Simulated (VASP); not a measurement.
# Tc (Fm-3m) in VASP: further runs, part 2 of 2

VASP 6.6.1. Earlier steps stand in the parts before.

## Step 3: Electric field gradients, PBEsol (volume scaled by 0.96)

Contents of INCAR:

```
SYSTEM = Tc
PREC     = Accurate       ! precision mode
ENCUT    = 520            ! plane-wave cutoff, eV
EDIFF    = 1E-8           ! SCF threshold, eV
ISMEAR   = -1             ! smearing method
SIGMA    = 0.03           ! smearing width, eV
LREAL    = .False.        ! projectors in reciprocal space
LASPH    = .True.         ! aspherical terms in the spheres
NELM     = 100            ! most SCF steps
ALGO     = Normal         ! electronic algorithm
ISIF     = 2              ! what is computed and relaxed
LWAVE    = .False.        ! write WAVECAR
LCHARG   = .False.        ! write CHGCAR
GGA      = PS             ! functional
LEFG     = .True.       
NBANDS   = 12             ! bands
```

Contents of KPOINTS:

```
Automatic mesh
0
Gamma
  18 18 18
  0 0 0
```

Contents of POSCAR:

```
Tc
1.0
    0.0000000000      1.9236454180      1.9236454180
    1.9236454180      0.0000000000      1.9236454180
    1.9236454180      1.9236454180      0.0000000000
Tc
1
Direct
    0.0000000000      0.0000000000      0.0000000000
```

Potentials or basis: VASP PAW PBE potentials, release 64 (Tc_pv).

The run is started by

```bash
> cat potpaw_PBE.64/Tc_pv/POTCAR > POTCAR
> mpirun -np 1 vasp_std > vasp.out
```

OUTCAR:

```text
SYSTEM = Tc
   PREC = Accurate
   ENCUT = 520
   EDIFF = 1E-8
   ISMEAR = -1
   LREAL = .False.
   LASPH = .True.
   NELM = 100
   ISIF = 2
   GGA = PS

 ion  position               nearest neighbor table
   1  0.000  0.000  0.000-

  LATTYP: Found a face centered cubic cell.
 ALAT       =     3.8472908360

  Lattice vectors:

 A1 = (   0.0000000000,   1.9236454180,   1.9236454180)
 A2 = (   1.9236454180,   0.0000000000,   1.9236454180)
 A3 = (   1.9236454180,   1.9236454180,   0.0000000000)

[... 563 lines left out ...]
    total drift:                               -0.000000     -0.000000     -0.000000

  FREE ENERGIE OF THE ION-ELECTRON SYSTEM (eV)
  ---------------------------------------------------
  free  energy   TOTEN  =       -11.1909674261 eV

  energy  without entropy=      -11.1878457108  energy(sigma->0) =      -11.18940657

 Electric field gradients (V/A^2)
---------------------------------------------------------------------
 ion       V_xx      V_yy      V_zz      V_xy      V_xz      V_yz
---------------------------------------------------------------------
   1      -0.000    -0.000    -0.000    -0.000    -0.000    -0.000
---------------------------------------------------------------------

 Electric field gradients after diagonalization (V/A^2)
 (convention: |V_zz| > |V_xx| > |V_yy|)
----------------------------------------------------------------------
 ion       V_xx      V_yy      V_zz     asymmetry (V_yy - V_xx)/ V_zz
----------------------------------------------------------------------
   1       0.000     0.000    -0.001       0.000
----------------------------------------------------------------------

           NMR quadrupolar parameters

 Cq : quadrupolar parameter    Cq=e*Q*V_zz/h
 eta: asymmetry parameters     (V_yy - V_xx)/ V_zz
 Q  : nuclear electric quadrupole moment in mb (millibarn)
----------------------------------------------------------------------
 ion       Cq(MHz)       eta       Q (mb)
----------------------------------------------------------------------
   1      -0.000       0.000       1.000
----------------------------------------------------------------------
```

It took 19 s on 1 thread of AMD EPYC 9R45 (Zen 5), shared host; peak memory 0.12 GiB.

Results:

* Free energy: -11.1910 eV
* Pressure: -4.3 GPa

Caveat: without QUAD_EFG the Cq values of the log hold for a quadrupole moment of 1 mb, not for the nuclei; the PAW data sets were made with another functional, which shifts forces and pressure a little.

## Step 4: Electric field gradients, PBEsol (volume scaled by 0.99)

Contents of INCAR:

```
PREC = Accurate
ENCUT = 520
EDIFF = 1E-8
ISMEAR = -1
SIGMA = 0.03
LREAL = F
LASPH = T
NELM = 100
ALGO = Normal
ISIF = 2
LWAVE = F
LCHARG = F
GGA = PS
LEFG = T
NBANDS = 12
```

Contents of KPOINTS:

```
Automatic mesh
0
Gamma
  18 18 18
```

Contents of POSCAR:

```
Tc
1.0
    0.0000000000      1.9434782122      1.9434782122
    1.9434782122      0.0000000000      1.9434782122
    1.9434782122      1.9434782122      0.0000000000
Tc
1
Direct
    0.0000000000      0.0000000000      0.0000000000
```

Potentials or basis: VASP PAW PBE potentials, release 64 (Tc_pv).

The run is started by

```bash
> cat potpaw_PBE.64/Tc_pv/POTCAR > POTCAR
> mpirun -np 1 vasp_std > vasp.out
```

OUTCAR:

```text
PREC = Accurate
   ENCUT = 520
   EDIFF = 1E-8
   ISMEAR = -1
   LREAL = F
   LASPH = T
   NELM = 100
   ISIF = 2
   GGA = PS

 ion  position               nearest neighbor table
   1  0.000  0.000  0.000-

  LATTYP: Found a face centered cubic cell.
 ALAT       =     3.8869564244

  Lattice vectors:

 A1 = (   0.0000000000,   1.9434782122,   1.9434782122)
 A2 = (   1.9434782122,   0.0000000000,   1.9434782122)
[... 565 lines left out ...]
    total drift:                               -0.000000     -0.000000     -0.000000

  FREE ENERGIE OF THE ION-ELECTRON SYSTEM (eV)
  ---------------------------------------------------
  free  energy   TOTEN  =       -11.1669184545 eV

  energy  without entropy=      -11.1638610593  energy(sigma->0) =      -11.16538976

 Electric field gradients (V/A^2)
---------------------------------------------------------------------
 ion       V_xx      V_yy      V_zz      V_xy      V_xz      V_yz
---------------------------------------------------------------------
   1       0.000     0.000    -0.000    -0.001    -0.001    -0.001
---------------------------------------------------------------------

 Electric field gradients after diagonalization (V/A^2)
 (convention: |V_zz| > |V_xx| > |V_yy|)
----------------------------------------------------------------------
 ion       V_xx      V_yy      V_zz     asymmetry (V_yy - V_xx)/ V_zz
----------------------------------------------------------------------
   1       0.001     0.001    -0.001       0.000
----------------------------------------------------------------------

           NMR quadrupolar parameters

 Cq : quadrupolar parameter    Cq=e*Q*V_zz/h
 eta: asymmetry parameters     (V_yy - V_xx)/ V_zz
 Q  : nuclear electric quadrupole moment in mb (millibarn)
----------------------------------------------------------------------
 ion       Cq(MHz)       eta       Q (mb)
----------------------------------------------------------------------
   1      -0.000       0.000       1.000
----------------------------------------------------------------------
```

stdout:

```text
POSCAR found type information on POSCAR Tc
 POSCAR found :  1 types and       1 ions
 scaLAPACK will be used
 -----------------------------------------------------------------------------
|                                                                             |
|                                                                             |
|     You enforced a specific xc type in the INCAR file but a different       |
|     I HOPE YOU KNOW WHAT YOU ARE DOING!                                     |
|                                                                             |
 -----------------------------------------------------------------------------

 LDA part: xc-table for (Slater+PW92), standard interpolation
 POSCAR, INCAR and KPOINTS ok, starting setup
 FFT: planning ... GRIDC
 FFT: planning ... GRID_SOFT
 FFT: planning ... GRID
 WAVECAR not read
 entering main loop
ion   1
```

Wall time 18 s (1 thread of AMD EPYC 9R45 (Zen 5), shared host); peak memory 0.12 GiB.

Results:

| Item | Value |
| --- | --- |
| Free energy | -11.1669 eV |
| Pressure | -13.2 GPa |

Caveat: without QUAD_EFG the Cq values of the log hold for a quadrupole moment of 1 mb, not for the nuclei; the PAW data sets were made with another functional, which shifts forces and pressure a little.
